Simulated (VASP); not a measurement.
# Al (Fm-3m) in VASP: single point with LDA

Aim: the single point of Al with LDA.

Program: VASP 6.6.1. These are calculated values, not measurements. Logs are shortened: lines on timing, memory, paths and dates and some standing lists are left out, and cuts for length are marked.

### Step 1. The cell of the first run

Symmetry: Fm-3m, No. 225, cubic system. The conventional cell has a = 3.570 Å, b = 3.570 Å, c = 3.570 Å, α = 90.00°, β = 90.00°, γ = 90.00°. Al (site symmetry m-3m) has 12 Al at 2.52 Å within 3.3 Å.

### Step 2. Single point, LDA (volume scaled by 0.72)

INCAR

```
SYSTEM = Al
PREC = Accurate ; ENCUT = 500
EDIFF = 1E-6 ; ISMEAR = -1
SIGMA = 0.05 ; LREAL = .False.
LASPH = .True. ; NELM = 120
ALGO = Normal ; ISIF = 2
LWAVE = .False. ; LCHARG = .True.
LELF = .True. ; LVHAR = .True.
NBANDS = 8 ; GGA_COMPAT = .False.
```

KPOINTS

```
regular mesh
0
Gamma
  18 18 18
  0 0 0
```

POSCAR

```
Al
1.0
    0.0000000000      1.7851935855      1.7851935855
    1.7851935855      0.0000000000      1.7851935855
    1.7851935855      1.7851935855      0.0000000000
Al
1
Direct
    0.0000000000      0.0000000000      0.0000000000
```

Potentials or basis: VASP PAW LDA potentials, release 64 (Al).

Started as:

```sh
> cat potpaw_LDA.64/Al/POTCAR > POTCAR
> mpirun -np 1 vasp_std > vasp.out
```

OUTCAR:

```text
SYSTEM = Al
   PREC = Accurate
   ENCUT = 500
   EDIFF = 1E-6
   ISMEAR = -1
   LREAL = .False.
   LASPH = .True.
   NELM = 120
   ISIF = 2

 ion  position               nearest neighbor table
   1  0.000  0.000  0.000-

  LATTYP: Found a face centered cubic cell.
 ALAT       =     3.5703871710

  Lattice vectors:

 A1 = (   0.0000000000,   1.7851935855,   1.7851935855)
 A2 = (   1.7851935855,   0.0000000000,   1.7851935855)
 A3 = (   1.7851935855,   1.7851935855,   0.0000000000)

Analysis of symmetry for initial positions (statically):
=====================================================================
 Subroutine PRICEL returns:
 Original cell was already a primitive cell.

 Routine SETGRP: Setting up the symmetry group for a
 face centered cubic supercell.

 Subroutine GETGRP returns: Found 48 space group operations
 (whereof 48 operations were pure point group operations)
 out of a pool of 48 trial point group operations.

The static configuration has the point symmetry O_h .

Analysis of symmetry for dynamics (positions and initial velocities):
=====================================================================
 Subroutine PRICEL returns:
 Original cell was already a primitive cell.

 Routine SETGRP: Setting up the symmetry group for a
 face centered cubic supercell.

 Subroutine GETGRP returns: Found 48 space group operations
 (whereof 48 operations were pure point group operations)
 out of a pool of 48 trial point group operations.

The dynamic configuration has the point symmetry O_h .

 Subroutine INISYM returns: Found 48 space group operations
 (whereof 48 operations are pure point group operations),
 and found     1 'primitive' translations

----------------------------------------------------------------------------------------

                                     Primitive cell

  volume of cell :      11.3785

  direct lattice vectors                    reciprocal lattice vectors
     0.000000000  1.785193586  1.785193586    -0.280081670  0.280081670  0.280081670
     1.785193586  0.000000000  1.785193586     0.280081670 -0.280081670  0.280081670
     1.785193586  1.785193586  0.000000000     0.280081670  0.280081670 -0.280081670

  length of vectors
     2.524644980  2.524644980  2.524644980     0.485115682  0.485115682  0.485115682

  position of ions in fractional coordinates (direct lattice)
     0.000000000  0.000000000  0.000000000

  ion indices of the primitive-cell ions
   primitive index   ion index
                 1           1

----------------------------------------------------------------------------------------

 KPOINTS: regular mesh

Automatic generation of k-mesh.
 Grid dimensions read from file:
 generate k-points for:   18   18   18

 Generating k-lattice:

  Cartesian coordinates                     Fractional coordinates (reciprocal lattice)
    -0.015560093  0.015560093  0.015560093     0.055555556  0.000000000  0.000000000
     0.015560093 -0.015560093  0.015560093     0.000000000  0.055555556  0.000000000
     0.015560093  0.015560093 -0.015560093     0.000000000  0.000000000  0.055555556

  Length of vectors
     0.026950871  0.026950871  0.026950871

  Shift w.r.t. Gamma in fractional coordinates (k-lattice)
     0.000000000  0.000000000  0.000000000

 Subroutine IBZKPT returns following result:
 ===========================================

 Found    195 irreducible k-points:

 Following reciprocal coordinates:
            Coordinates               Weight
  0.000000  0.000000  0.000000      1.000000
  0.055556  0.000000  0.000000      8.000000
  0.111111  0.000000  0.000000      8.000000
  0.166667  0.000000  0.000000      8.000000
  0.222222  0.000000  0.000000      8.000000
  0.277778  0.000000  0.000000      8.000000
[... 16 lines left out ...]
 -0.277778  0.055556  0.000000     24.000000
 -0.222222  0.055556  0.000000     24.000000
 [... further k-points ...]
   k-points           NKPTS =    195   k-points in BZ     NKDIM =    195   number of bands    NBANDS=      8
   number of dos      NEDOS =    301   number of ions     NIONS =      1
   total plane-waves  NPLWV =   5832
   dimension x,y,z NGX =    18 NGY =   18 NGZ =   18
   dimension x,y,z NGXF=    36 NGYF=   36 NGZF=   36
   ions per type =               1
   NGX,Y,Z   is equivalent  to a cutoff of  11.85, 11.85, 11.85 a.u.
   NGXF,Y,Z  is equivalent  to a cutoff of  23.71, 23.71, 23.71 a.u.
 SYSTEM =  Al
   PREC   = accura    normal or accurate (medium, high low for compatibility)
   ISTART =      0    job   : 0-new  1-cont  2-samecut
   ICHARG =      2    charge: 1-file 2-atom 10-const
   ISPIN  =      1    spin polarized calculation?
   LNONCOLLINEAR =      F non collinear calculations
   LSORBIT =      F    spin-orbit coupling
   LASPH  =      T    aspherical Exc in radial PAW
   ENCUT  =  500.0 eV  36.75 Ry    6.06 a.u.   4.60  4.60  4.60*2*pi/ulx,y,z
   NELM   =    120;   NELMIN=  2; NELMDL= -5     # of ELM steps
   EDIFF  = 0.1E-05   stopping-criterion for ELM
   LREAL  =      F    real-space projection
   EDIFFG = 0.1E-04   stopping-criterion for IOM
   NSW    =      0    number of steps for IOM
   IBRION =     -1    ionic relax: 0-MD 1-quasi-New 2-CG
   NFREE  =      0    steps in history (QN), initial steepest desc. (CG)
   ISIF   =      2    stress and relaxation
   ISYM   =      2    0-nonsym 1-usesym 2-fastsym
   POTIM  = 0.5000    time-step for ionic-motion
   TEBEG  =    0.0;   TEEND  =   0.0 temperature during run
   PSTRESS=    0.0 pullay stress
   NELECT =       3.0000    total number of electrons
   NUPDOWN=      -1.0000    fix difference up-down
   EMIN   =  10.00;   EMAX   =-10.00  energy-range for DOS
   EFERMI =   0.00;   METHOD = LEGACY
   ISMEAR =    -1;   SIGMA  =   0.05  broadening in eV -4-tet -1-fermi 0-gaus
   EFERMI_NEDOS =   21; number of points for ismear=-14 and -15
   IALGO  =     38    algorithm
   IMIX   =      4    mixing-type and parameters
     AMIX     =   0.40;   BMIX     =  1.00
     AMIX_MAG =   1.60;   BMIX_MAG =  1.00
  volume/ion in A,a.u.               =      11.38        76.79
  Fermi-wavevector in a.u.,A,eV,Ry     =   1.049752  1.983743 14.993330  1.101979
  Thomas-Fermi vector in A             =   2.184727
   LORBIT       =      0    0 simple, 1 ext, 2 COOP (PROOUT), +10 PAW based schemes
   GGA     = CA    functional components
   LHFCALC =     F    Hartree Fock is set to
   AEXX    =    0.0000 exact exchange contribution
   IVDW    =     0    specifies the selected vdW correction
   LEPSILON=     F    determine dielectric tensor
   LRPA    =     F    only Hartree local field effects (RPA)
 non-spin polarized calculation
  energy-cutoff  :      500.00
  volume of cell :       11.38
 maximum number of plane-waves:       302
   NGX =  9   NGY =  9   NGZ =  9

 number of electron       3.0000000 magnetization

 Free energy of the ion-electron system (eV)
  ---------------------------------------------------
  ext. energy  EPLUGINS =         0.00000000
  ---------------------------------------------------
  free energy    TOTEN  =        -3.59710438 eV

  energy without entropy =       -3.59458713  energy(sigma->0) =       -3.59584576

 E-fermi :  12.1782     XC(G=0): -11.7951

 val. band max:       12.1198903814   @ k =   0.5000   0.4444   0.0556
 cond. band min:      12.1944862659   @ k =  -0.3333   0.0556   0.0000
 fundamental gap:      0.0745958845
 Fermi energy:        12.1781706499

 k-point     1 :       0.0000    0.0000    0.0000
  band No.  band energies     occupation
      1      -1.6527      2.00000
      2      27.0334      0.00000
      3      27.0334      0.00000
      4      27.0334      0.00000
      5      31.6905      0.00000
      6      31.6905      0.00000
      7      31.6905      0.00000
      8      31.8280      0.00000

 k-point     2 :       0.0556    0.0000    0.0000
  band No.  band energies     occupation
      1      -1.5459      2.00000
      2      25.5735      0.00000
      3      26.9028      0.00000
      4      26.9028      0.00000
      5      31.6068      0.00000
      6      31.9783      0.00000
      7      31.9783      0.00000
      8      33.2713      0.00000

 k-point     3 :       0.1111    0.0000    0.0000
  band No.  band energies     occupation
      1      -1.2261      2.00000
      2      23.0068      0.00000
      3      26.5936      0.00000
      4      26.5936      0.00000
      5      31.2702      0.00000
      6      32.7354      0.00000
      7      32.7354      0.00000
      8      34.2073      0.00000

 k-point     4 :       0.1667    0.0000    0.0000
  band No.  band energies     occupation
      1      -0.6955      2.00000
      2      20.3268      0.00000
      3      26.2415      0.00000
      4      26.2415      0.00000
      5      30.8550      0.00000
      6      32.7470      0.00000
      7      32.7470      0.00000
      8      34.0343      0.00000

 k-point     5 :       0.2222    0.0000    0.0000
  band No.  band energies     occupation
      1       0.0422      2.00000
      2      17.7126      0.00000
      3      25.9318      0.00000
      4      25.9318      0.00000
      5      30.4754      0.00000
      6      31.5335      0.00000
      7      31.5335      0.00000
      8      35.4002      0.00000

 k-point     6 :       0.2778    0.0000    0.0000
  band No.  band energies     occupation
      1       0.9820      2.00000
      2      15.2175      0.00000
      3      25.7023      0.00000
      4      25.7023      0.00000
      5      30.2012      0.00000
      6      30.4160      0.00000
      7      30.4160      0.00000
      8      35.7395      0.00000

 k-point     7 :       0.3333    0.0000    0.0000
  band No.  band energies     occupation
      1       2.1172      2.00000
      2      12.8661      0.00000
      3      25.5636      0.00000
      4      25.5636      0.00000
      5      29.4755      0.00000
      6      29.4755      0.00000
      7      30.0626      0.00000
      8      34.7091      0.00000

 k-point     8 :       0.3889    0.0000    0.0000
  band No.  band energies     occupation
      1       3.4373      2.00000
      2      10.6754      2.00000
      3      25.5066      0.00000
      4      25.5066      0.00000
      5      28.7499      0.00000
      6      28.7499      0.00000
      7      30.0524      0.00000
      8      33.8363      0.00000

 k-point     9 :       0.4444    0.0000    0.0000
  band No.  band energies     occupation
      1       4.9147      2.00000
      2       8.6753      2.00000
      3      25.5025      0.00000
      4      25.5025      0.00000
      5      28.2809      0.00000
      6      28.2809      0.00000
      7      30.1184      0.00000
      8      33.2226      0.00000

 k-point    10 :       0.5000    0.0000    0.0000
  band No.  band energies     occupation
      1       6.1303      2.00000
      2       7.2855      2.00000
      3      25.5088      0.00000
      4      25.5088      0.00000
      5      28.1164      0.00000
      6      28.1164      0.00000
      7      30.1617      0.00000
      8      32.9941      0.00000
[... 78 lines left out ...]
 k-point    18 :       0.4444    0.0556    0.0000
  band No.  band energies     occupation
      1       4.4974      2.00000
      2       9.4004      2.00000
      3      24.5898      0.00000
      4      24.6418      0.00000
      5      27.5674      0.00000
      6      29.4938      0.00000
      7      31.3764      0.00000
      8      34.0282      0.00000

 k-point    19 :       0.5000    0.0556    0.0000
  band No.  band energies     occupation
      1       5.9724      2.00000
      2       7.6358      2.00000
      3      24.2301      0.00000
      4      24.8723      0.00000
      5      27.7322      0.00000
      6      28.9336      0.00000
      7      31.3810      0.00000
      8      33.7202      0.00000

 k-point    20 :      -0.4444    0.0556    0.0000
  band No.  band energies     occupation
      1       5.5076      2.00000
      2       8.1585      2.00000
      3      23.9005      0.00000
      4      25.2827      0.00000
      5      28.1401      0.00000
      6      28.5602      0.00000
      7      31.2688      0.00000
      8      33.8823      0.00000

 k-point    21 :      -0.3889    0.0556    0.0000
  band No.  band energies     occupation
      1       4.0042      2.00000
      2      10.0669      2.00000
      3      23.6899      0.00000
      4      25.7899      0.00000
      5      28.4027      0.00000
      6      28.7491      0.00000
      7      31.1227      0.00000
      8      34.4346      0.00000

 k-point    22 :      -0.3333    0.0556    0.0000
  band No.  band energies     occupation
      1       2.6280      2.00000
      2      12.1945      0.83828
      3      23.6166      0.00000
      4      26.3210      0.00000
      5      28.5269      0.00000
      6      29.5237      0.00000
      7      31.0702      0.00000
      8      35.2349      0.00000

 k-point    23 :      -0.2778    0.0556    0.0000
  band No.  band energies     occupation
      1       1.4311      2.00000
      2      14.4865      0.00000
      3      23.6887      0.00000
      4      26.7694      0.00000
      5      29.0230      0.00000
      6      30.3873      0.00000
      7      31.2228      0.00000
      8      36.1404      0.00000

 k-point    24 :      -0.2222    0.0556    0.0000
  band No.  band energies     occupation
      1       0.4263      2.00000
      2      16.9215      0.00000
      3      23.9089      0.00000
      4      27.0969      0.00000
      5      29.8923      0.00000
      6      31.0379      0.00000
      7      31.8633      0.00000
      8      34.7822      0.00000

 [... further k-points ...]

------------------------ aborting loop because EDIFF is reached ----------------------------------------

  FORCE on cell =-STRESS in cart. coord.  units (eV):
  Direction    XX          YY          ZZ          XY          YZ          ZX
  --------------------------------------------------------------------------------------
  -------------------------------------------------------------------------------------
  Total        4.0912622      4.0912622      4.0912622     -0.0000000     -0.0000000     -0.0000000
  in kB      576.0788779    576.0788779    576.0788779     -0.0000000     -0.0000000     -0.0000000
  external PRESSURE =     576.0788779 kB  Pullay stress =       0.0000000 kB

 VOLUME and BASIS-vectors are now :
 -----------------------------------------------------------------------------
  energy-cutoff  :      500.00
  volume of cell :       11.38
      direct lattice vectors                 reciprocal lattice vectors
     0.000000000  1.785193586  1.785193586    -0.280081670  0.280081670  0.280081670
     1.785193586  0.000000000  1.785193586     0.280081670 -0.280081670  0.280081670
     1.785193586  1.785193586  0.000000000     0.280081670  0.280081670 -0.280081670

 POSITION                                       TOTAL-FORCE (eV/Angst)
 -----------------------------------------------------------------------------------
      0.00000      0.00000      0.00000         0.000000      0.000000      0.000000
 -----------------------------------------------------------------------------------
    total drift:                                0.000000     -0.000000      0.000000

  FREE ENERGIE OF THE ION-ELECTRON SYSTEM (eV)
  ---------------------------------------------------
  free  energy   TOTEN  =        -3.5971043833 eV

  energy  without entropy=       -3.5945871318  energy(sigma->0) =       -3.59584576
```

It used 20 s of CPU time on 1 thread of AMD EPYC 7R13 Processor (Zen 3), with other jobs on the host.

Results:

```
Free energy : -3.5971 eV
Pressure    : 57.6 GPa
```

Levels at points of the mesh, in eV from the Fermi level:
| k point | band 1 | band 2 | band 3 | band 4 | band 5 |
| --- | --- | --- | --- | --- | --- |
| (0.00, 0.00, 0.00) | -13.83 | 14.86 | 14.86 | 14.86 | 19.51 |
| (0.50, 0.00, 0.00) | -6.05 | -4.89 | 13.33 | 13.33 | 15.94 |
| (0.50, 0.50, 0.00) | -3.71 | -1.86 | 5.36 | 7.68 | 7.68 |
